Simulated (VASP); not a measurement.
Crystal: NaF.

```
CELL_PARAMETERS angstrom
0.00000 2.53126 2.53126
2.53126 0.00000 2.53126
2.53126 2.53126 0.00000
ATOMIC_POSITIONS crystal
Na 0.00000 0.00000 0.00000
F 0.25000 0.25000 0.25000
```

Base run:

| Quantity | Value |
| --- | --- |
| Program | VASP 6.6.1 |
| Functional | HSE06 |
| Potentials or basis | VASP PAW PBE potentials, release 64 (Na_pv, F) |
| Cutoff | 520 eV |
| k mesh | 6 × 6 × 6 |
| Occupations | gaussian, width 0.01 eV |
| Spin | no spin polarisation |

Its results: band gap on the k mesh 7.64 eV, direct; pressure 0.9 GPa.

**Question.** After a change of settings the same cell gave: band gap on the k mesh 5.56 eV, direct; pressure 0.7 GPa. Which change was it?
A. functional from HSE06 to r2SCAN; further incar settings from ALGO = Normal; EDIFF = 1e-06; NBANDS = 14 to ALGO = Normal; EDIFF = 1e-07; NBANDS = 14
B. functional from HSE06 to PBE; further incar settings from ALGO = Normal; EDIFF = 1e-06; NBANDS = 14 to ALGO = Normal; EDIFF = 1e-07; NBANDS = 14
C. functional from HSE06 to PBEsol

**Answer.** C.

HSE06 gives the wider gap, since exact exchange removes part of the self-interaction.

Caveats: the PAW data sets were made with another functional, which shifts forces and pressure a little.
